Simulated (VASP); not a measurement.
P:

```
P
1.0
     1.64774   -5.46504    0.00000
     1.64774    5.46504    0.00000
     0.00000    0.00000    4.54364
P
4
Direct
  0.90414 0.09586 0.58882
  0.09586 0.90414 0.41118
  0.59586 0.40414 0.08882
  0.40414 0.59586 0.91118
```

```yaml
Program: VASP 6.6.1
Task: relaxation of cell and atoms
Functional: PBE
Dispersion: D3(BJ)
Potentials_or_basis: VASP PAW PBE potentials, release 64 (P)
Cutoff: 600 eV
k_mesh: 8 × 8 × 6
Occupations: fermi-dirac, width 0.05 eV
Spin: no spin polarisation
```

At the start: pressure -1.1 GPa; volume 20.46 Å³/atom.

Question: How do energy, volume and symmetry change on relaxing?

Answer: Over 18 steps the energy falls by 30.0 meV/atom and the volume is 17.62 Å³/atom (-13.9 %); space group Cmce (No. 64, to 0.1 Å) before and after.

Step by step:
```
step  energy change (eV)  largest force (eV/Å)  pressure (GPa)  volume (Å³)
   1              0.0000                0.3010           -1.08        81.83
   2             -0.0222                0.2436           -0.50        80.20
   3             -0.0318                0.3395            0.29        78.24
   4             -0.0452                0.2614            0.15        77.58
   5             -0.0720                0.0723           -0.22        75.61
   6             -0.0706                0.3295           -0.69        71.72
   7             -0.0810                0.1343           -0.47        73.83
   8             -0.1000                0.0912           -0.38        72.73
   9             -0.1175                0.0338           -0.04        70.72
  10             -0.1184                0.0399            0.10        70.16
  11             -0.1187                0.0272            0.01        70.26
  12             -0.1191                0.0228           -0.24        70.52
  13             -0.1193                0.0143           -0.18        70.51
  14             -0.1197                0.0192            0.01        70.46
  15             -0.1197                0.0222            0.03        70.45
  16             -0.1198                0.0124            0.01        70.46
  17             -0.1199                0.0104           -0.02        70.47
  18             -0.1199                0.0018            0.00        70.46
```

Final structure:
```cif
data_structure
_symmetry_space_group_name_H-M 'P 1'
_symmetry_Int_Tables_number 1
_cell_length_a 5.3491
_cell_length_b 5.3491
_cell_length_c 4.1781
_cell_angle_alpha 90.000
_cell_angle_beta 90.000
_cell_angle_gamma 143.885
_cell_volume 70.46
loop_
_atom_site_label
_atom_site_type_symbol
_atom_site_fract_x
_atom_site_fract_y
_atom_site_fract_z
_atom_site_occupancy
P1 P 0.89374 0.10626 0.57268 1
P2 P 0.10626 0.89374 0.42732 1
P3 P 0.60626 0.39374 0.07268 1
P4 P 0.39374 0.60626 0.92732 1
```
